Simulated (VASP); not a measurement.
Al2O3, 40 atoms in the cell. Symmetry: R-3c, No. 167, trigonal system. Conventional cell: a = 4.809 Å, b = 4.809 Å, c = 13.125 Å, α = 90.00°, β = 90.00°, γ = 120.00°. Al (site symmetry 3) has 6 O at 1.87 to 1.99 Å within 2.5 Å. O (site symmetry 2) has 4 Al at 1.87 to 1.99 Å within 2.5 Å. 

| Item | Value |
| --- | --- |
| Program | VASP 6.6.1 |
| Task | single point |
| Functional | PBE |
| Potentials or basis | VASP PAW PBE potentials, release 64 (Al, O) |
| Cutoff | 520 eV |
| k mesh | 2 × 2 × 2, shifted |
| Occupations | gaussian, width 0.02 eV |
| Spin | no spin polarisation |
| Dipole correction | no |
| Further INCAR settings | LREAL = Auto; ALGO = Normal; EDIFF = 1e-06; NBANDS = 122 |

Potentials or basis: VASP PAW PBE potentials, release 64 (Al, O).

Command:

```bash
$ cat potpaw_PBE.64/Al/POTCAR potpaw_PBE.64/O/POTCAR > POTCAR
$ mpirun -np 1 vasp_std > vasp.out
```

Hardware: 1 thread of Intel(R) Xeon(R) 6975P-C (Granite Rapids), with other jobs on the host.

Question: Estimate the wall time of this run.

Answer: It took 70 s on 1 thread of Intel(R) Xeon(R) 6975P-C (Granite Rapids), on a shared host, peak memory 0.38 GiB. Counts: scf iterations 13, k points 2.
